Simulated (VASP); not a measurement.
Here is a VASP 6.6.1 calculation.

The input INCAR:

```
SYSTEM = BiTe
ALGO = Normal ; EDIFF = 1E-6
ENCUT = 520 ; GGA = PS
ISIF = 2 ; ISMEAR = -1
LASPH = .True. ; LCHARG = .False.
LREAL = .False. ; LWAVE = .False.
NBANDS = 18 ; NELM = 60
PREC = Accurate ; SIGMA = 0.05
```

File KPOINTS:

```
k-points
0
Gamma
  7 7 7
  0 0 0
```

File POSCAR:

```
BiTe
1.0
    0.0000000000      3.1188637458      3.1188637458
    3.1188637458      0.0000000000      3.1188637458
    3.1188637458      3.1188637458      0.0000000000
Bi Te
1 1
Direct
    0.0000000000      0.0000000000      0.0000000000
    0.5000000000      0.5000000000      0.5000000000
```

Potentials or basis: VASP PAW PBE potentials, release 64 (Bi_d, Te).

Run with:

```bash
$ cat potpaw_PBE.64/Bi_d/POTCAR potpaw_PBE.64/Te/POTCAR > POTCAR
$ mpirun -np 1 vasp_std > vasp.out
```

(1) What does it give for the pressure?

Results:

(1) 4.9 GPa.

Caveat: the PAW data sets were made with another functional, which shifts forces and pressure a little.
